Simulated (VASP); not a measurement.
YbB2, 3 atoms in the cell. Symmetry: P6/mmm, No. 191, hexagonal system. The conventional cell has a = 3.287 Å, b = 3.287 Å, c = 3.923 Å, α = 90.00°, β = 90.00°, γ = 120.00°. Within 3.6 Å of Yb (site symmetry 6/mmm) lie 12 B at 2.73 Å and 6 Yb at 3.29 Å. B (site symmetry -6m2) has 3 B at 1.90 Å within 2.5 Å. 

* Program: VASP 6.6.1
* Task: single point
* Functional: r2SCAN
* Potentials or basis: VASP PAW PBE potentials, release 64 (Yb, B)
* Cutoff: 520 eV
* k mesh: 15 × 15 × 12
* Occupations: gaussian, width 0.1 eV
* Spin: no spin polarisation
* Dipole correction: no
* Further INCAR settings: ALGO = Normal; EDIFF = 1e-06; NBANDS = 22

Potentials or basis: VASP PAW PBE potentials, release 64 (Yb, B).

Run with:

```sh
$ cat potpaw_PBE.64/Yb/POTCAR potpaw_PBE.64/B/POTCAR > POTCAR
$ cp INCAR.step1 INCAR
$ mpirun -np 1 vasp_std > vasp.out
$ cp INCAR.step2 INCAR
$ mpirun -np 1 vasp_std > vasp.out
```

Hardware: 1 thread of Intel(R) Xeon(R) Platinum 8488C (Sapphire Rapids) (shared host).

Question: Estimate the wall time of this run.

Answer: It took 7.9 min on 1 thread of Intel(R) Xeon(R) Platinum 8488C (Sapphire Rapids), on a shared host, peak memory 0.28 GiB. Counts: k points 189.
